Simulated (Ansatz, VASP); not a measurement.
One calculation of BaTiO3, two programs

Contents of INCAR:

```
PREC = Accurate ; ENCUT = 520
EDIFF = 1E-6 ; ISMEAR = 0
SIGMA = 0.05 ; LREAL = F
LASPH = T ; NELM = 150
ALGO = Normal ; ISIF = 2
LWAVE = F ; LCHARG = F
LMAXMIX = 4 ; LDAU = T
LDAUTYPE = 2 ; LDAUL = -1 2 -1
LDAUU = 0 4 0 ; LDAUJ = 0 0 0
LDAUPRINT = 1 ; GGA = PE
NBANDS = 28
```

KPOINTS

```
Automatic mesh
0
Gamma
  6 6 6
```

The input POSCAR:

```
BaTiO3
1.0
    4.2086303835      0.0000000000      0.0000000000
    0.0000000000      3.0169455574      2.7416225185
    0.0000000000     -3.0169455574      2.7416225185
Ba Ti O
1 1 3
Direct
    0.0000000000      0.0080771898      0.0080771898
    0.5000000000      0.5197092923      0.5197092923
    0.0000000000      0.4916268263      0.4916268263
    0.5000000000      0.4938075436      0.9829991481
    0.5000000000      0.9829991481      0.4938075436
```

Input for Ansatz:

```yaml
crystal:
  lattice:
    - [4.2086302925, 0.0, 0.0]
    - [0.0, 3.0169455975, 2.7416225925]
    - [0.0, -3.0169455975, 2.7416225925]
  atoms:
    - { symbol: Ba, position: [0.0, 0.0080772002, 0.0080772002] }
    - { symbol: Ti, position: [0.5, 0.5197092998, 0.5197092998] }
    - { symbol: O, position: [0.0, 0.4916268155, 0.4916268155] }
    - { symbol: O, position: [0.5, 0.4938075461, 0.9829991384] }
    - { symbol: O, position: [0.5, 0.9829991384, 0.4938075461] }
basis:
  ecutwfc: 420
kpoints:
  mp_grid: { grid: [6, 6, 6] }
hamiltonian:
  xc: pbe
  hubbard: { sites: [{ species: Ti, l: d, u_eff: 4.0 }] }
scf:
  occupations: { method: gaussian, width: 0.05 }
output:
  forces: true
  stress: true
  eigenvalues: true
```

Change from the starting cell: strain +0.050 along x and y, -0.050 along z, atoms carried along.

Alike in both runs: task single point; functional PBE; k mesh 6 × 6 × 6; occupations gaussian, width 0.05 eV; no spin polarisation; Hubbard terms Ti d U = 4.0 eV.

|  | VASP | Ansatz |
| --- | --- | --- |
| version | VASP 6.6.1 | Ansatz 0.2.0 |
| potentials or method | VASP PAW PBE potentials, release 64 (Ba_sv, Ti_sv, O), cutoff 520 eV | scalar-relativistic, plane waves, PAW |
| valence electrons in the cell | 40 | 40 |

Ansatz gave:

- gap on the k mesh at the Fermi level (eV): 2.18
- least direct gap on the mesh (eV): 2.46
- pressure (GPa): -6.0
- traceless stress, the component that is largest in VASP (GPa): 12.38
- rms of the force components (eV/Å): 0.117

Problem. Which values does VASP return?

Solution. gap on the k mesh at the Fermi level (eV): 2.10; least direct gap on the mesh (eV): 2.39; pressure (GPa): -3.1; traceless stress, the component that is largest in VASP (GPa): 12.94; rms of the force components (eV/Å): 0.177.

The programs project onto different local orbitals, so the same U acts differently, and such runs can settle in different states. Atom by atom the forces differ by 0.216 eV/Å (rms over components).

Spin-orbit coupling is off throughout.
